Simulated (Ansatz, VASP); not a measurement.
**One calculation of Cu, two programs**

```xyz
1
Lattice="11.5703 0.0000 0.0000 0.0000 2.2382 0.0000 -4.5956 0.0000 21.7434" Properties=species:S:1:pos:R:3 pbc="T T T"
Cu    3.4873    1.1191   10.8717
```

Alike in both runs: task relaxation of cell and atoms; functional PBEsol; k mesh 3 × 13 × 2; occupations fermi-dirac, width 0.1 eV; no spin polarisation.

```csv
,VASP,Ansatz
version,VASP 6.6.1,Ansatz 0.2.0
potentials or method,"VASP PAW PBE potentials, release 64 (Cu), cutoff 600 eV","plane waves, PAW"
valence electrons in the cell,11,19
```

```tsv
	VASP	Ansatz	Ansatz less VASP
relaxed volume (Å³/atom)	568.09	563.08	-5.005
relaxed cell length with the largest relative difference (Å)	2.259	2.238	-0.0203
```

VASP's potentials were made for PBE, not for PBEsol. VASP's potentials hold 11 valence electrons a cell and Ansatz's 19, so a difference there can come from the potentials and not from the codes.
